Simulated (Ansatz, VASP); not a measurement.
One calculation of GaP, two programs

```xyz
2
Lattice="0.0000 2.7200 2.7200 2.7200 0.0000 2.7200 2.7200 2.7200 0.0000" Properties=species:S:1:pos:R:3 pbc="T T T"
Ga    0.0000    0.0000    0.0000
P     1.3600    1.3600    1.3600
```

Alike in both runs: task single point; functional LDA; k mesh 6 × 6 × 6; occupations gaussian, width 0.1 eV; no spin polarisation.

|  | VASP | Ansatz |
| --- | --- | --- |
| version | VASP 6.6.1 | Ansatz 0.2.0 |
| potentials or method | VASP PAW LDA potentials, release 64 (Ga_d, P), cutoff 500 eV | scalar-relativistic, plane waves, PAW |
| valence electrons in the cell | 18 | 18 |

```csv
,VASP,Ansatz,Ansatz less VASP
gap on the k mesh at the Fermi level (eV),1.48,1.48,+0.001
least direct gap on the mesh (eV),1.68,1.65,-0.029
pressure (GPa),-2.2,-2.3,-0.06
```

Ansatz warns that its potentials were made for another functional, while VASP's fit it. LDA's correlation is that of Perdew and Zunger in VASP and of Perdew and Wang (1992) in Ansatz.
